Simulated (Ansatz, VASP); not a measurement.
# Two plane-wave programs on TiO2

POSCAR

```
TiO2
1.0
    0.0000000000      2.3968272579      2.3968272579
    2.3249224402      0.0000000000      2.3968272579
    2.3249224402      2.3968272579      0.0000000000
Ti O
1 2
Direct
    0.0000000000      0.0000000000      0.0000000000
    0.2500000000      0.2500000000      0.2500000000
    0.7500000000      0.7500000000      0.7500000000
```

The input INCAR.step1:

```
ALGO     = Normal         # electronic algorithm
EDIFF    = 1E-4           # SCF threshold, eV
ENCUT    = 520            # plane-wave cutoff, eV
GGA      = PE             # functional
ISMEAR   = 0              # smearing method
LASPH    = T              # aspherical terms in the spheres
LCHARG   = F              # write CHGCAR
LREAL    = F              # projectors in reciprocal space
LWAVE    = T              # write WAVECAR
NBANDS   = 19             # bands
NELM     = 60             # most SCF steps
PREC     = Accurate       # precision mode
SIGMA    = 0.01           # smearing width, eV
```

File INCAR.step2:

```
ALGO     = Normal         # electronic algorithm
EDIFF    = 1E-6           # SCF threshold, eV
ENCUT    = 520            # plane-wave cutoff, eV
ISIF     = 2              # what is computed and relaxed
ISMEAR   = 0              # smearing method
ISTART   = 1            
LASPH    = T              # aspherical terms in the spheres
LCHARG   = F              # write CHGCAR
LMIXTAU  = T            
LREAL    = F              # projectors in reciprocal space
LWAVE    = F              # write WAVECAR
METAGGA  = R2SCAN         # meta-GGA
NBANDS   = 19             # bands
NELM     = 60             # most SCF steps
PREC     = Accurate       # precision mode
SIGMA    = 0.01           # smearing width, eV
```

File KPOINTS:

```
k-points
0
Gamma
  10 10 10
```

Input for Ansatz:

```yaml
crystal:
  lattice:
    - [0.0, 2.3968272579, 2.3968272579]
    - [2.3249224402, 0.0, 2.3968272579]
    - [2.3249224402, 2.3968272579, 0.0]
  atoms:
    - { symbol: Ti, position: [0.0, 0.0, 0.0] }
    - { symbol: O, position: [0.25, 0.25, 0.25] }
    - { symbol: O, position: [0.75, 0.75, 0.75] }
kpoints:
  mp_grid: { grid: [10, 10, 10] }
  band_path:
    path:
      - [0.0, 0.0, 0.0]
      - [0.5, 0.0, 0.5]
      - [0.625, 0.25, 0.625]
      - [0.375, 0.375, 0.75]
      - [0.5, 0.5, 0.5]
      - [0.5, 0.25, 0.75]
      - [0.0, 0.5, 0.5]
    npoints: 1
hamiltonian:
  xc: r2scan
scf:
  occupations: { method: fixed }
  n_extra_bands: 4
output:
  forces: true
  stress: true
  eigenvalues: true
  write_density: true
  write_potential: true
  elf: true
  volumetric_format: npy
```

Change from the starting cell: uniaxial_x strain -3.0%.

Alike in both runs: task single point; functional r2SCAN; k mesh 10 × 10 × 10; no spin polarisation.

|  | VASP | Ansatz |
| --- | --- | --- |
| version | VASP 6.6.1 | Ansatz 0.2.0 |
| potentials or method | VASP PAW PBE potentials, release 64 (Ti_sv, O) | plane waves, PAW |
| plane-wave cutoff (eV) | 520 | 500 |
| occupations | gaussian, width 0.01 eV | fixed |
| valence electrons in the cell | 24 | 24 |

VASP gave:

- gap on the k mesh at the Fermi level (eV): 1.24
- pressure (GPa): 10.8
- traceless stress, the component that is largest in VASP (GPa): 12.34

Question: What did Ansatz give for the same quantities?

Answer: gap on the k mesh at the Fermi level (eV): 1.20; pressure (GPa): 9.1; traceless stress, the component that is largest in VASP (GPa): 12.39.

VASP's potentials were made for PBE, not for r2SCAN.
